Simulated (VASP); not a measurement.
# Ca (Cmce) in VASP: single point with PBEsol

Aim: the single point of Ca with PBEsol.

All numbers are computed with VASP 6.6.1; they aren't measurements. Logs are shortened: lines on timing, memory, paths and dates and some standing lists are left out, and cuts for length are marked.

## Step 1: The cell of the first run

The typed cell holds 4 atoms: a = 3.881 Å, b = 3.881 Å, c = 10.956 Å, α = 90.00°, β = 90.00°, γ = 90.35°.

## Step 2: Single point, PBEsol

Contents of INCAR:

```
SYSTEM = Ca
  PREC = Accurate
  ENCUT = 520
  EDIFF = 1E-7
  ISMEAR = 0
  SIGMA = 0.1
  LREAL = .False.
  LASPH = .True.
  NELM = 100
  ALGO = Normal
  ISIF = 2
  LWAVE = .False.
  LCHARG = .True.
  GGA = PS
  LELF = .True.
  LVHAR = .True.
  NBANDS = 28
```

Contents of KPOINTS:

```
regular mesh
0
Gamma
  4 4 2
  0 0 0
```

Contents of POSCAR:

```
Ca
1.0
    2.7359262900     -2.7525178916      0.0000000000
    2.7359262900      2.7525178916      0.0000000000
    0.0000000000      0.0000000000     10.9556517942
Ca
4
Direct
    0.7496268738      0.2503731262      0.1249313091
    0.7503731262      0.2496268738      0.6249313091
    0.2503731262      0.7496268738      0.8750686909
    0.2496268738      0.7503731262      0.3750686909
```

Potentials or basis: VASP PAW PBE potentials, release 64 (Ca_sv).

Started as:

```bash
> cat potpaw_PBE.64/Ca_sv/POTCAR > POTCAR
> mpirun -np 1 vasp_std > vasp.out
```

OUTCAR:

```text
SYSTEM = Ca
   PREC = Accurate
   ENCUT = 520
   EDIFF = 1E-7
   ISMEAR = 0
   LREAL = .False.
   LASPH = .True.
   NELM = 100
   ISIF = 2
   GGA = PS

 ion  position               nearest neighbor table
   1  0.750  0.250  0.125-
   2  0.750  0.250  0.625-
   3  0.250  0.750  0.875-
   4  0.250  0.750  0.375-

  LATTYP: Found a base centered orthorhombic cell.
 ALAT       =     5.4718525800
 B/A-ratio  =     1.0060643452
 C/A-ratio  =     2.0021832888

  Lattice vectors:

 A1 = (   2.7359262900,  -2.7525178916,   0.0000000000)
 A2 = (   2.7359262900,   2.7525178916,   0.0000000000)
 A3 = (   0.0000000000,   0.0000000000,  10.9556517942)

Analysis of symmetry for initial positions (statically):
=====================================================================
 Subroutine PRICEL returns:
 Original cell was already a primitive cell.

 Routine SETGRP: Setting up the symmetry group for a
 base centered orthorhombic supercell.

 Subroutine GETGRP returns: Found  8 space group operations
 (whereof  4 operations were pure point group operations)
 out of a pool of  8 trial point group operations.

The static configuration has the point symmetry C_2h.
 The point group associated with its full space group is D_2h.

Analysis of symmetry for dynamics (positions and initial velocities):
=====================================================================
 Subroutine PRICEL returns:
 Original cell was already a primitive cell.

 Routine SETGRP: Setting up the symmetry group for a
 base centered orthorhombic supercell.

 Subroutine GETGRP returns: Found  8 space group operations
 (whereof  4 operations were pure point group operations)
 out of a pool of  8 trial point group operations.

The dynamic configuration has the point symmetry C_2h.
 The point group associated with its full space group is D_2h.

 Subroutine INISYM returns: Found  8 space group operations
 (whereof  4 operations are pure point group operations),
 and found     1 'primitive' translations

----------------------------------------------------------------------------------------

                                     Primitive cell

  volume of cell :     165.0071

  direct lattice vectors                    reciprocal lattice vectors
[... 77 lines left out ...]
   LASPH  =      T    aspherical Exc in radial PAW
   ENCUT  =  520.0 eV  38.22 Ry    6.18 a.u.   7.22  7.22 20.37*2*pi/ulx,y,z
   NELM   =    100;   NELMIN=  2; NELMDL= -5     # of ELM steps
   EDIFF  = 0.1E-06   stopping-criterion for ELM
   LREAL  =      F    real-space projection
   EDIFFG = 0.1E-05   stopping-criterion for IOM
   NSW    =      0    number of steps for IOM
   IBRION =     -1    ionic relax: 0-MD 1-quasi-New 2-CG
   NFREE  =      0    steps in history (QN), initial steepest desc. (CG)
   ISIF   =      2    stress and relaxation
   ISYM   =      2    0-nonsym 1-usesym 2-fastsym
   POTIM  = 0.5000    time-step for ionic-motion
   TEBEG  =    0.0;   TEEND  =   0.0 temperature during run
   PSTRESS=    0.0 pullay stress
   NELECT =      40.0000    total number of electrons
   NUPDOWN=      -1.0000    fix difference up-down
   EMIN   =  10.00;   EMAX   =-10.00  energy-range for DOS
   EFERMI =   0.00;   METHOD = LEGACY
   ISMEAR =     0;   SIGMA  =   0.10  broadening in eV -4-tet -1-fermi 0-gaus
   EFERMI_NEDOS =   21; number of points for ismear=-14 and -15
   IALGO  =     38    algorithm
   IMIX   =      4    mixing-type and parameters
     AMIX     =   0.40;   BMIX     =  1.00
     AMIX_MAG =   1.60;   BMIX_MAG =  1.00
  volume/ion in A,a.u.               =      41.25       278.38
  Fermi-wavevector in a.u.,A,eV,Ry     =   1.020768  1.928973 14.176839  1.041968
  Thomas-Fermi vector in A             =   2.154356
   LORBIT       =      0    0 simple, 1 ext, 2 COOP (PROOUT), +10 PAW based schemes
   GGA     = PS    functional components
   LHFCALC =     F    Hartree Fock is set to
   AEXX    =    0.0000 exact exchange contribution
   IVDW    =     0    specifies the selected vdW correction
   LEPSILON=     F    determine dielectric tensor
   LRPA    =     F    only Hartree local field effects (RPA)
 non-spin polarized calculation
 Gauss-broadening in eV      SIGMA  =   0.10
  energy-cutoff  :      520.00
  volume of cell :      165.01
 maximum number of plane-waves:      4468
 NGX is ok and might be reduce to    30
   NGX = 15   NGY = 15   NGZ = 41

 number of electron      40.0000018 magnetization

 Free energy of the ion-electron system (eV)
  ---------------------------------------------------
  ext. energy  EPLUGINS =         0.00000000
  ---------------------------------------------------
  free energy    TOTEN  =        -8.65962166 eV

  energy without entropy =       -8.63850585  energy(sigma->0) =       -8.64906375

 E-fermi :   1.9374     XC(G=0):  -7.8867

 val. band max:        1.9049851002   @ k =   0.5000   0.2500   0.0000
 cond. band min:       1.9895122284   @ k =   0.2500   0.0000   0.0000
 fundamental gap:      0.0845271282
 Fermi energy:         1.9374086718

 k-point     1 :       0.0000    0.0000    0.0000
  band No.  band energies     occupation
      1     -39.8375      2.00000
      2     -39.8272      2.00000
      3     -39.8271      2.00000
      4     -39.8168      2.00000
      5     -20.9680      2.00000
      6     -20.8982      2.00000
[... 423 lines left out ...]
     27       2.8857      0.00000
     28       2.8857      0.00000

------------------------ aborting loop because EDIFF is reached ----------------------------------------

  FORCE on cell =-STRESS in cart. coord.  units (eV):
  Direction    XX          YY          ZZ          XY          YZ          ZX
  --------------------------------------------------------------------------------------
  -------------------------------------------------------------------------------------
  Total       -0.0806695     -0.1621983     -0.0396120      0.0000000      0.0000000      0.0000000
  in kB       -0.7832805     -1.5749038     -0.3846222      0.0000000      0.0000000      0.0000000
  external PRESSURE =      -0.9142688 kB  Pullay stress =       0.0000000 kB

 VOLUME and BASIS-vectors are now :
 -----------------------------------------------------------------------------
  energy-cutoff  :      520.00
  volume of cell :      165.01
      direct lattice vectors                 reciprocal lattice vectors
     2.735926290 -2.752517892  0.000000000     0.182753462 -0.181651862  0.000000000
     2.735926290  2.752517892  0.000000000     0.182753462  0.181651862  0.000000000
     0.000000000  0.000000000 10.955651794     0.000000000  0.000000000  0.091277089

 POSITION                                       TOTAL-FORCE (eV/Angst)
 -----------------------------------------------------------------------------------
      2.73593     -1.37420      1.36870         0.000000     -0.002548      0.003275
      2.73593     -1.37831      6.84653         0.000000      0.002548      0.003275
      2.73593      1.37420      9.58695         0.000000      0.002548     -0.003275
      2.73593      1.37831      4.10912         0.000000     -0.002548     -0.003275
 -----------------------------------------------------------------------------------
    total drift:                                0.000000      0.000000      0.000000

  FREE ENERGIE OF THE ION-ELECTRON SYSTEM (eV)
  ---------------------------------------------------
  free  energy   TOTEN  =        -8.6596216551 eV

  energy  without entropy=       -8.6385058487  energy(sigma->0) =       -8.64906375
```

It took 29 s on 1 thread of Intel Xeon 6975P-C (Granite Rapids), shared host; peak memory 0.26 GiB.

What came out:

| Quantity | Value |
| --- | --- |
| Free energy | -8.6596 eV |
| Pressure | -0.1 GPa |
| Largest force | 0.004 eV/Å |
| Band gap on the k mesh | zero (band 20 reaches 2.16 eV, above the bottom of band 21 at 1.84 eV) |

Forces in eV/Å, atoms in the order of the input:
```
Ca   0.000 -0.003  0.003
Ca   0.000  0.003  0.003
Ca   0.000  0.003 -0.003
Ca   0.000 -0.003 -0.003
```

Caveat: the k points lie up to 0.40 Å⁻¹ apart; the PAW data sets were made with another functional, which shifts forces and pressure a little.
